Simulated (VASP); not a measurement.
# Si8N in VASP: further runs

The runs below take Si8N through single point, with PBE+D3(BJ).

Program: VASP 6.6.1. These are calculated values, not measurements. Logs are shortened: lines on timing, memory, paths and dates and some standing lists are left out, and cuts for length are marked.

**1. The cell of the first run**

The cell holds a slab with vacuum, 18 atoms: a = 7.631 Å, b = 6.313 Å, c = 23.032 Å, α = 90.00°, β = 90.00°, γ = 90.00°.

**2. Single point, PBE+D3(BJ)**

INCAR reads:

```
  ALGO = Normal
  DIPOL = 0.5 0.5 0.298
  EDIFF = 1E-6
  ENCUT = 520
  GGA = PE
  IDIPOL = 3
  ISIF = 2
  ISMEAR = 0
  IVDW = 12
  LASPH = True
  LCHARG = True
  LDIPOL = True
  LELF = True
  LREAL = Auto
  LVACPOTAV = True
  LVHAR = True
  LWAVE = False
  NBANDS = 52
  NELM = 80
  PREC = Accurate
  SIGMA = 0.05
```

KPOINTS reads:

```
k-points
0
Gamma
  4 4 1
```

POSCAR reads:

```
Si8N
1.0
    7.6310340417      0.0000000000      0.0000000000
    0.0000000000      6.3129357835      0.0000000000
    0.0000000000      0.0000000000     23.0318711348
Si N
16 2
Direct
    0.0000000000      0.9369021389      0.1736723854
    0.5000000000      0.9369021389      0.1736723854
    0.0000000000      0.5630978611      0.1736723854
    0.5000000000      0.5630978611      0.1736723854
    0.2500000000      0.4369021389      0.2214950258
    0.7500000000      0.4369021389      0.2214950258
    0.2500000000      0.0630978611      0.2214950258
    0.7500000000      0.0630978611      0.2214950258
    0.2500000000      0.9332664455      0.3177235001
    0.7500000000      0.9332664455      0.3177235001
    0.2500000000      0.5667335545      0.3177235001
    0.7500000000      0.5667335545      0.3177235001
    0.0000000000      0.4266292811      0.3574121741
    0.5000000000      0.4266292811      0.3574121741
    0.0000000000      0.0733707189      0.3574121741
    0.5000000000      0.0733707189      0.3574121741
    0.1250000000      0.9266292811      0.5180591305
    0.1250000000      0.9266292811      0.5658190365
```

Potentials or basis: VASP PAW PBE potentials, release 64 (Si, N).

Command:

```console
cat potpaw_PBE.64/Si/POTCAR potpaw_PBE.64/N/POTCAR > POTCAR
mpirun -np 1 vasp_std > vasp.out
```

OUTCAR:

```text
EDIFF = 1E-6
   ENCUT = 520
   GGA = PE
   ISIF = 2
   ISMEAR = 0
   IVDW = 12
   LASPH = True
   LREAL = Auto
   NELM = 80
   PREC = Accurate
 IVDW          = 12

 ion  position               nearest neighbor table
   1  0.000  0.937  0.174-   7 2.34   8 2.34   3 2.36
   2  0.500  0.937  0.174-   7 2.34   8 2.34   4 2.36
   3  0.000  0.563  0.174-   5 2.34   6 2.34   1 2.36
   4  0.500  0.563  0.174-   5 2.34   6 2.34   2 2.36
   5  0.250  0.437  0.221-   3 2.34   4 2.34   7 2.36  11 2.36
   6  0.750  0.437  0.221-   3 2.34   4 2.34   8 2.36  12 2.36
   7  0.250  0.063  0.221-   1 2.34   2 2.34   5 2.36   9 2.36
   8  0.750  0.063  0.221-   1 2.34   2 2.34   6 2.36  10 2.36
   9  0.250  0.933  0.318-  15 2.29  16 2.29  11 2.31   7 2.36
  10  0.750  0.933  0.318-  15 2.29  16 2.29  12 2.31   8 2.36
  11  0.250  0.567  0.318-  13 2.29  14 2.29   9 2.31   5 2.36
  12  0.750  0.567  0.318-  13 2.29  14 2.29  10 2.31   6 2.36
  13  0.000  0.427  0.357-  15 2.23  12 2.29  11 2.29
  14  0.500  0.427  0.357-  16 2.23  12 2.29  11 2.29
  15  0.000  0.073  0.357-  13 2.23  10 2.29   9 2.29
  16  0.500  0.073  0.357-  14 2.23  10 2.29   9 2.29
  17  0.125  0.927  0.518-  18 1.10
  18  0.125  0.927  0.566-  17 1.10

  LATTYP: Found a simple orthorhombic cell.
 ALAT       =     6.3129357835
 B/A-ratio  =     1.2087932308
 C/A-ratio  =     3.6483613844

  Lattice vectors:

 A1 = (   0.0000000000,  -6.3129357835,   0.0000000000)
 A2 = (   7.6310340417,   0.0000000000,   0.0000000000)
 A3 = (   0.0000000000,   0.0000000000,  23.0318711348)

Analysis of symmetry for initial positions (statically):
=====================================================================
 Subroutine PRICEL returns:
 Original cell was already a primitive cell.

 Routine SETGRP: Setting up the symmetry group for a
 simple orthorhombic supercell.

 Subroutine GETGRP returns: Found  1 space group operations
 (whereof  1 operations were pure point group operations)
 out of a pool of  8 trial point group operations.

The static configuration has the point symmetry C_1 .

Analysis of symmetry for dynamics (positions and initial velocities):
=====================================================================
 Subroutine PRICEL returns:
 Original cell was already a primitive cell.

 Routine SETGRP: Setting up the symmetry group for a
 simple orthorhombic supercell.

 Subroutine GETGRP returns: Found  1 space group operations
 (whereof  1 operations were pure point group operations)
 out of a pool of  8 trial point group operations.

The dynamic configuration has the point symmetry C_1 .

 Subroutine INISYM returns: Found  1 space group operations
 (whereof  1 operations are pure point group operations),
 and found     1 'primitive' translations

----------------------------------------------------------------------------------------

                                     Primitive cell

  volume of cell :    1109.5426

  direct lattice vectors                    reciprocal lattice vectors
     7.631034042  0.000000000  0.000000000     0.131043839  0.000000000  0.000000000
     0.000000000  6.312935784  0.000000000     0.000000000  0.158404906  0.000000000
     0.000000000  0.000000000 23.031871135     0.000000000  0.000000000  0.043418096

  length of vectors
     7.631034042  6.312935784 23.031871135     0.131043839  0.158404906  0.043418096

  position of ions in fractional coordinates (direct lattice)
     0.000000000  0.936902139  0.173672385
     0.500000000  0.936902139  0.173672385
     0.000000000  0.563097861  0.173672385
     0.500000000  0.563097861  0.173672385
     0.250000000  0.436902139  0.221495026
     0.750000000  0.436902139  0.221495026
[... 10 lines left out ...]
     0.125000000  0.926629281  0.518059130
     0.125000000  0.926629281  0.565819037

  ion indices of the primitive-cell ions
   primitive index   ion index
                 1           1
                 2           2
                 3           3
                 4           4
                 5           5
                 6           6
[... 10 lines left out ...]
                17          17
                18          18

----------------------------------------------------------------------------------------

 KPOINTS: k-points

Automatic generation of k-mesh.
 Grid dimensions read from file:
 generate k-points for:    4    4    1

 Generating k-lattice:

  Cartesian coordinates                     Fractional coordinates (reciprocal lattice)
     0.032760960  0.000000000  0.000000000     0.250000000  0.000000000  0.000000000
     0.000000000  0.039601227  0.000000000     0.000000000  0.250000000  0.000000000
     0.000000000  0.000000000  0.043418096     0.000000000  0.000000000  1.000000000

  Length of vectors
     0.032760960  0.039601227  0.043418096

  Shift w.r.t. Gamma in fractional coordinates (k-lattice)
     0.000000000  0.000000000  0.000000000

 Subroutine IBZKPT returns following result:
 ===========================================

 Found     10 irreducible k-points:

 Following reciprocal coordinates:
            Coordinates               Weight
  0.000000  0.000000  0.000000      1.000000
  0.250000  0.000000  0.000000      2.000000
  0.500000  0.000000  0.000000      1.000000
  0.000000  0.250000  0.000000      2.000000
  0.250000  0.250000  0.000000      2.000000
 -0.250000  0.250000  0.000000      2.000000
  0.500000  0.250000  0.000000      2.000000
  0.000000  0.500000  0.000000      1.000000
  0.250000  0.500000  0.000000      2.000000
  0.500000  0.500000  0.000000      1.000000
   k-points           NKPTS =     10   k-points in BZ     NKDIM =     10   number of bands    NBANDS=     52
   number of dos      NEDOS =    301   number of ions     NIONS =     18
   total plane-waves  NPLWV = 518400
   dimension x,y,z NGX =    60 NGY =   48 NGZ =  180
   dimension x,y,z NGXF=   120 NGYF=   96 NGZF=  360
   ions per type =              16   2
   NGX,Y,Z   is equivalent  to a cutoff of  13.07, 12.64, 12.99 a.u.
   NGXF,Y,Z  is equivalent  to a cutoff of  26.14, 25.28, 25.99 a.u.
 SYSTEM =  unknown system
   PREC   = accura    normal or accurate (medium, high low for compatibility)
   ISTART =      0    job   : 0-new  1-cont  2-samecut
   ICHARG =      2    charge: 1-file 2-atom 10-const
   ISPIN  =      1    spin polarized calculation?
   LNONCOLLINEAR =      F non collinear calculations
   LSORBIT =      F    spin-orbit coupling
   LASPH  =      T    aspherical Exc in radial PAW
   ENCUT  =  520.0 eV  38.22 Ry    6.18 a.u.  14.19 11.74 42.82*2*pi/ulx,y,z
   NELM   =     80;   NELMIN=  2; NELMDL= -5     # of ELM steps
   EDIFF  = 0.1E-05   stopping-criterion for ELM
   LREAL  =      T    real-space projection
   EDIFFG = 0.1E-04   stopping-criterion for IOM
   NSW    =      0    number of steps for IOM
   IBRION =     -1    ionic relax: 0-MD 1-quasi-New 2-CG
   NFREE  =      0    steps in history (QN), initial steepest desc. (CG)
   ISIF   =      2    stress and relaxation
   ISYM   =      2    0-nonsym 1-usesym 2-fastsym
   POTIM  = 0.5000    time-step for ionic-motion
   TEBEG  =    0.0;   TEEND  =   0.0 temperature during run
   PSTRESS=    0.0 pullay stress
   NELECT =      74.0000    total number of electrons
   NUPDOWN=      -1.0000    fix difference up-down
   EMIN   =  10.00;   EMAX   =-10.00  energy-range for DOS
   EFERMI =   0.00;   METHOD = LEGACY
   ISMEAR =     0;   SIGMA  =   0.05  broadening in eV -4-tet -1-fermi 0-gaus
   EFERMI_NEDOS =   21; number of points for ismear=-14 and -15
   IALGO  =     38    algorithm
   IMIX   =      4    mixing-type and parameters
     AMIX     =   0.40;   BMIX     =  1.00
     AMIX_MAG =   1.60;   BMIX_MAG =  1.00
  volume/ion in A,a.u.               =      61.64       415.98
  Fermi-wavevector in a.u.,A,eV,Ry     =   0.663902  1.254593  5.996986  0.440766
  Thomas-Fermi vector in A             =   1.737424
   LORBIT       =      0    0 simple, 1 ext, 2 COOP (PROOUT), +10 PAW based schemes
   GGA     = PE    functional components
   LHFCALC =     F    Hartree Fock is set to
   AEXX    =    0.0000 exact exchange contribution
   IVDW    =    12    specifies the selected vdW correction
   LEPSILON=     F    determine dielectric tensor
   LRPA    =     F    only Hartree local field effects (RPA)
 non-spin polarized calculation
 Gauss-broadening in eV      SIGMA  =   0.05
  energy-cutoff  :      520.00
  volume of cell :     1109.54
 maximum number of plane-waves:     29920
 NGX is ok and might be reduce to    60
   NGX = 29   NGY = 23   NGZ = 85

 dipolmoment           0.000000      0.000000      0.000031 electrons x Angstroem

 number of electron      73.9999999 magnetization

 dipolmoment           0.000000      0.000000     -0.036038 electrons x Angstroem

 Free energy of the ion-electron system (eV)
  ---------------------------------------------------
  ext. energy  EPLUGINS =         0.00000000
  ---------------------------------------------------
  free energy    TOTEN  =       -95.41361563 eV

  energy without entropy =      -95.40895362  energy(sigma->0) =      -95.41128462

 E-fermi :  -1.4783     XC(G=0):  -3.7127

 val. band max:       -1.5288575902   @ k =   0.0000   0.2500   0.0000
 cond. band min:      -1.4327221818   @ k =   0.2500   0.5000   0.0000
 fundamental gap:      0.0961354084
 Fermi energy:        -1.4783293240

 k-point     1 :       0.0000    0.0000    0.0000
  band No.  band energies     occupation
      1     -25.3751      2.00000
      2     -13.1349      2.00000
      3     -11.8196      2.00000
      4     -11.4429      2.00000
      5     -10.7687      2.00000
      6     -10.5203      2.00000
[... 41 lines left out ...]
     48       1.5760      0.00000
     49       1.5847      0.00000

 k-point     2 :       0.2500    0.0000    0.0000
  band No.  band energies     occupation
      1     -25.3751      2.00000
      2     -12.9978      2.00000
      3     -11.9682      2.00000
      4     -11.6801      2.00000
      5     -10.6310      2.00000
      6     -10.6277      2.00000
[... 41 lines left out ...]
     48       1.3445      0.00000
     49       1.4452      0.00000

 k-point     3 :       0.5000    0.0000    0.0000
  band No.  band energies     occupation
      1     -25.3751      2.00000
      2     -12.5953      2.00000
      3     -12.5944      2.00000
      4     -11.2695      2.00000
      5     -11.2690      2.00000
      6     -10.4465      2.00000
[... 41 lines left out ...]
     48       2.1316      0.00000
     49       2.1325      0.00000

 k-point     4 :       0.0000    0.2500    0.0000
  band No.  band energies     occupation
      1     -25.3751      2.00000
      2     -12.9324      2.00000
      3     -11.6250      2.00000
      4     -11.4362      2.00000
      5     -11.2576      2.00000
      6     -10.4520      2.00000
[... 249 lines left out ...]
     48       0.8768      0.00000
     49       0.9665      0.00000

 k-point     9 :       0.2500    0.5000    0.0000
  band No.  band energies     occupation
      1     -25.3751      2.00000
      2     -12.2379      2.00000
      3     -12.1688      2.00000
      4     -11.2082      2.00000
      5     -11.2065      2.00000
      6     -10.9712      2.00000
[... 41 lines left out ...]
     48       1.2028      0.00000
     49       1.2607      0.00000

 k-point    10 :       0.5000    0.5000    0.0000
  band No.  band energies     occupation
      1     -25.3751      2.00000
      2     -11.8359      2.00000
      3     -11.8353      2.00000
      4     -11.7824      2.00000
      5     -11.7812      2.00000
      6     -10.6097      2.00000
[... 41 lines left out ...]
     48       1.8848      0.00000
     49       1.9071      0.00000
 [bands above 49 left out]

------------------------ aborting loop because EDIFF is reached ----------------------------------------

 Edisp (eV)   -4.24575

 E8    (eV) :    -1.8315

  FORCE on cell =-STRESS in cart. coord.  units (eV):
  Direction    XX          YY          ZZ          XY          YZ          ZX
  --------------------------------------------------------------------------------------
  -------------------------------------------------------------------------------------
  Total       3.63597    -2.12489    -1.19083    -0.00851    -0.02212     0.02665
  in kB       5.25034    -3.06833    -1.71956    -0.01228    -0.03194     0.03848
  external pressure =        0.15 kB  Pullay stress =        0.00 kB

 VOLUME and BASIS-vectors are now :
 -----------------------------------------------------------------------------
  energy-cutoff  :      520.00
  volume of cell :     1109.54
      direct lattice vectors                 reciprocal lattice vectors
     7.631034042  0.000000000  0.000000000     0.131043839  0.000000000  0.000000000
     0.000000000  6.312935784  0.000000000     0.000000000  0.158404906  0.000000000
     0.000000000  0.000000000 23.031871135     0.000000000  0.000000000  0.043418096

 POSITION                                       TOTAL-FORCE (eV/Angst)
 -----------------------------------------------------------------------------------
      0.00000      5.91460      4.00000        -0.000303     -0.777620      0.626505
      3.81552      5.91460      4.00000         0.001948     -0.778607      0.623811
      0.00000      3.55480      4.00000         0.000572      0.776869      0.627857
      3.81552      3.55480      4.00000        -0.001638      0.780750      0.633922
      1.90776      2.75814      5.10144         0.000614      0.014997     -0.592276
      5.72328      2.75814      5.10144        -0.000388      0.013483     -0.592900
[... 10 lines left out ...]
      0.95388      5.84975     11.93187         0.013761     -0.013147     -2.136415
      0.95388      5.84975     13.03187        -0.005678      0.006037      2.101454
 -----------------------------------------------------------------------------------
    total drift:                                0.000016     -0.000802      0.020120

  FREE ENERGIE OF THE ION-ELECTRON SYSTEM (eV)
  ---------------------------------------------------
  free  energy   TOTEN  =       -99.6593702137 eV

  energy  without entropy=      -99.6547081990  energy(sigma->0) =      -99.65703921

 vacuum level on the upper side and lower side of the slab         3.119         3.254
```

Run time: 30 min. Hardware: 1 thread of Intel Xeon 8259CL, shared host; peak memory 1.1 GiB.

What came out:

```
Free energy                : -99.6594 eV
Largest force              : 2.136 eV/Å
Band gap on the k mesh     : zero (bands 37 and 38 overlap by 0.36 eV)
Dispersion energy per atom : -0.236 eV
```

Forces on the atoms (eV/Å):
```
Si   0.000 -0.778  0.627
Si   0.002 -0.779  0.624
Si   0.001  0.777  0.628
Si  -0.002  0.781  0.634
Si   0.001  0.015 -0.592
Si   0.000  0.013 -0.593
Si  -0.004 -0.012 -0.587
Si   0.002 -0.013 -0.589
Si  -0.002 -0.009  0.006
Si   0.000 -0.006  0.000
Si  -0.002  0.003 -0.004
Si   0.002  0.002 -0.002
Si   0.000 -0.065 -0.016
Si  -0.001 -0.066 -0.028
Si   0.000  0.078 -0.052
Si  -0.004  0.065 -0.022
N    0.014 -0.013 -2.136
N   -0.006  0.006  2.101
```

Caveat: the standard files for N, O and F lose accuracy on very short bonds.

**3. Single point, PBE+D3(BJ)**

INCAR reads:

```
  PREC = Accurate
  ENCUT = 520
  EDIFF = 1E-6
  ISMEAR = 0
  SIGMA = 0.05
  LREAL = Auto
  LASPH = True
  NELM = 100
  ALGO = Normal
  ISIF = 2
  LWAVE = False
  LCHARG = True
  LDIPOL = True
  IDIPOL = 3
  DIPOL = 0.5 0.5 0.298
  GGA = PE
  IVDW = 12
  LELF = True
  LVHAR = True
  LVACPOTAV = True
  NBANDS = 52
```

KPOINTS reads:

```
Automatic mesh
0
Gamma
  4 4 1
```

POSCAR, as its differences from that of step 2:

```diff
@@ -24,3 +24,3 @@
     0.5000000000      0.0733707189      0.3574121741
-    0.1250000000      0.9266292811      0.5180591305
-    0.1250000000      0.9266292811      0.5658190365
+    0.1250000000      0.6766292811      0.5180591305
+    0.1250000000      0.6766292811      0.5658190365
```

Potentials or basis: VASP PAW PBE potentials, release 64 (Si, N).

Command:

```console
cat potpaw_PBE.64/Si/POTCAR potpaw_PBE.64/N/POTCAR > POTCAR
mpirun -np 1 vasp_std > vasp.out
```

Run time: 32 min. Hardware: 1 thread of Intel Xeon 8259CL, shared host; peak memory 1.1 GiB.

Results (log left out):

```
Free energy                : -99.6626 eV
Largest force              : 2.147 eV/Å
Band gap on the k mesh     : zero (bands 37 and 38 overlap by 0.36 eV)
Dispersion energy per atom : -0.236 eV
```

Forces in eV/Å, atoms in the order of the input:
```
Si   0.000 -0.778  0.628
Si  -0.001 -0.781  0.631
Si   0.000  0.779  0.627
Si   0.001  0.780  0.627
Si  -0.002  0.013 -0.588
Si   0.001  0.013 -0.590
Si   0.000 -0.014 -0.591
Si   0.000 -0.013 -0.592
Si  -0.002 -0.005  0.000
Si   0.001 -0.004  0.000
Si  -0.002  0.008  0.004
Si   0.000  0.006  0.001
Si   0.002 -0.073 -0.037
Si  -0.004 -0.065 -0.025
Si   0.002  0.068 -0.022
Si  -0.002  0.065 -0.027
N    0.008  0.007 -2.147
N   -0.003 -0.004  2.100
```

Levels at points of the mesh, in eV from the Fermi level:
| k point | band 33 | band 34 | band 35 | band 36 | band 37 | band 38 | band 39 | band 40 | band 41 | band 42 |
| --- | --- | --- | --- | --- | --- | --- | --- | --- | --- | --- |
| (0.00, 0.00, 0.00) | -1.03 | -0.90 | -0.60 | -0.10 | -0.07 | 0.06 | 0.29 | 1.20 | 1.46 | 1.71 |
| (0.50, 0.00, 0.00) | -1.63 | -1.18 | -1.17 | -0.11 | -0.11 | 0.73 | 0.73 | 1.36 | 1.36 | 1.90 |
| (0.00, 0.50, 0.00) | -1.08 | -1.03 | -0.98 | -0.97 | -0.52 | 0.23 | 0.44 | 0.74 | 0.99 | 1.68 |
| (0.50, 0.50, 0.00) | -1.90 | -0.66 | -0.66 | -0.46 | -0.45 | 0.28 | 0.28 | 0.52 | 0.54 | 2.39 |

Caveat: the standard files for N, O and F lose accuracy on very short bonds.

(Part 1 of 2 ends here.)

The gap in the log of VASP goes by the Fermi energy; the results here count the filled bands.